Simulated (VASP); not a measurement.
The system is KI.

```
K I
1.0
     4.91304    0.00000    0.00000
     0.00000    4.91304    0.00000
     0.00000    0.00000    5.55311
K I
1 1
Direct
  0.00000 0.00000 0.50000
  0.50000 0.50000 0.50000
```

- Program: VASP 6.6.1
- Task: relaxation of cell and atoms
- Functional: PBE
- Potentials or basis: VASP PAW PBE potentials, release 64 (K_sv, I)
- Cutoff: 600 eV
- k mesh: 4 × 4 × 4
- Occupations: gaussian, width 0.1 eV
- Spin: no spin polarisation

At the start: pressure -0.0 GPa; volume 67.02 Å³/atom.

**Question.** Where does the relaxation end?

**Answer.** Over 10 steps the energy falls by 7.8 meV/atom and the volume is 82.87 Å³/atom (+23.7 %); space group P4/mmm (No. 123, to 0.05 Å).

The path:
```tsv
step	energy change (eV)	largest force (eV/Å)	pressure (GPa)	volume (Å³)
1	0.0000	0.0000	-0.03	134.04
2	-0.0011	0.0000	0.03	133.78
3	-0.0017	0.0000	0.18	133.10
4	-0.0018	0.0000	0.13	133.32
5	-0.0029	0.0000	0.12	134.41
6	-0.0057	0.0000	0.09	137.69
7	-0.0097	0.0000	0.04	144.30
8	-0.0136	0.0000	-0.06	157.71
9	-0.0142	0.0000	-0.08	164.07
10	-0.0155	0.0000	-0.01	165.74
```

Final structure:
```xyz
2
Lattice="4.9045 0.0000 0.0000 0.0000 4.9045 0.0000 0.0000 0.0000 6.8904" Properties=species:S:1:pos:R:3 pbc="T T T"
K     0.0000    0.0000    3.4452
I     2.4522    2.4522    3.4452
```

Caveat: the volume moved by over 15 % at a fixed basis, so the end points are rough.
